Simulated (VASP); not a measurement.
The system is ScSiC3.

```xyz
5
Lattice="4.4293 0.0000 0.0000 -2.2147 3.8359 0.0000 0.0000 0.0000 4.1556" Properties=species:S:1:pos:R:3 pbc="T T T"
Sc    0.0000    0.0000    2.0778
Si    0.0000    0.0000    0.0000
C     2.2147    0.0000    0.0000
C    -1.1073    1.9180    0.0000
C     1.1073    1.9180    0.0000
```

| Quantity | Value |
| --- | --- |
| Program | VASP 6.6.1 |
| Task | relaxation of cell and atoms |
| Functional | PBE |
| Potentials or basis | VASP PAW PBE potentials, release 64 (Sc_sv, Si, C) |
| Cutoff | 600 eV |
| k mesh | 6 × 6 × 4 |
| Occupations | gaussian, width 0.1 eV |
| Spin | no spin polarisation |

At the start: pressure 0.4 GPa; volume 14.12 Å³/atom.

**Question.** How do energy, volume and symmetry change on relaxing?

**Answer.** Over 5 steps the energy falls by 614.3 meV/atom and the volume is 13.74 Å³/atom (-2.7 %); space group P6/mmm (No. 191, to 0.05 Å).

The path:
```
step  energy change (eV)  largest force (eV/Å)  pressure (GPa)  volume (Å³)
   1              0.0000                0.0000            0.40        70.61
   2             -3.0142                0.0000            1.12        68.25
   3             -3.0712                0.0000           -0.38        68.97
   4             -3.0712                0.0000           -0.21        68.90
   5             -3.0716                0.0000           -0.03        68.72
```

Final structure:
```xyz
5
Lattice="3.9881 0.0000 0.0000 -1.9941 3.4538 0.0000 0.0000 0.0000 4.9892" Properties=species:S:1:pos:R:3 pbc="T T T"
Sc   -1.9941    3.4538    2.4946
Si    1.9941    3.4538    4.9892
C     1.9941    0.0000    4.9892
C     2.9911    1.7269    4.9892
C     0.9970    1.7269    4.9892
```

Caveat: the k points lie up to 0.31 Å⁻¹ apart in the final cell.
